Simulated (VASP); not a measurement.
A run of VASP 6.6.1 is set up as follows.

Contents of INCAR:

```
  PREC = Accurate
  ENCUT = 520
  EDIFF = 1E-7
  ISMEAR = 0
  SIGMA = 0.1
  LREAL = False
  LASPH = True
  NELM = 60
  ALGO = Normal
  ISIF = 2
  LWAVE = False
  LCHARG = False
  LDIPOL = True
  IDIPOL = 3
  DIPOL = 0.5 0.5 0.359
  GGA = PE
  NBANDS = 31
```

KPOINTS

```
regular mesh
0
Gamma
  9 9 1
```

File POSCAR:

```
W3C
1.0
    2.8545944806      0.0000000000      0.0000000000
   -1.4272972403      2.4721513377      0.0000000000
    0.0000000000      0.0000000000     21.6971108210
W C
3 1
Direct
    0.6666666667      0.3333333333      0.1843563428
    0.3333333333      0.6666666667      0.2926027619
    0.0000000000      0.0000000000      0.4008418859
    0.1111111111     -0.1111111111      0.5589274499
```

Potentials or basis: VASP PAW PBE potentials, release 64 (W_sv, C).

Run with:

```console
$ cat potpaw_PBE.64/W_sv/POTCAR potpaw_PBE.64/C/POTCAR > POTCAR
$ mpirun -np 1 vasp_std > vasp.out
```

Task: Estimate the band gap on the k mesh.

Result: Zero (bands 23 and 24 overlap by 1.02 eV).

Task: What does it give for the largest force?

Result: 0.754 eV/Å.

Forces on the atoms (eV/Å):
```
W    0.012 -0.007 -0.044
W    0.003 -0.002  0.068
W   -0.068  0.039  0.728
C    0.053 -0.030 -0.752
```

Caveat: spin-orbit coupling is left out, which moves the levels of the heavy elements.
